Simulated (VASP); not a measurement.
Crystal: Cu.

```
Cu
1.0
     0.00000    1.80750    1.80750
     1.80750    0.00000    1.80750
     1.80750    1.80750    0.00000
Cu
1
Direct
  0.00000 0.00000 0.00000
```

| Item | Value |
| --- | --- |
| Program | VASP 6.6.1 |
| Task | relaxation of volume and atoms at fixed shape |
| Functional | PBEsol |
| Potentials or basis | VASP PAW PBE potentials, release 64 (Cu) |
| Cutoff | 600 eV |
| k mesh | 12 × 12 × 12 |
| Occupations | fermi-dirac, width 0.1 eV |
| Spin | no spin polarisation |

At the start: pressure -5.7 GPa; volume 11.81 Å³/atom.

Q: How do energy, volume and symmetry change on relaxing?

A: Over 3 steps the energy falls by 8.3 meV/atom and the volume is 11.36 Å³/atom (-3.8 %); space group Fm-3m (No. 225, to 0.05 Å).

The path:
| step | energy change (eV) | largest force (eV/Å) | pressure (GPa) | volume (Å³) |
| --- | --- | --- | --- | --- |
| 1 | 0.0000 | 0.0000 | -5.66 | 11.81 |
| 2 | -0.0053 | 0.0000 | 3.95 | 11.11 |
| 3 | -0.0083 | 0.0000 | -0.04 | 11.36 |

Final structure:
```
Cu
1.0
     0.00000    1.78436    1.78436
     1.78436    0.00000    1.78436
     1.78436    1.78436    0.00000
Cu
1
Direct
  0.00000 0.00000 0.00000
```

Caveat: the PAW data sets were made with another functional, which shifts forces and pressure a little.
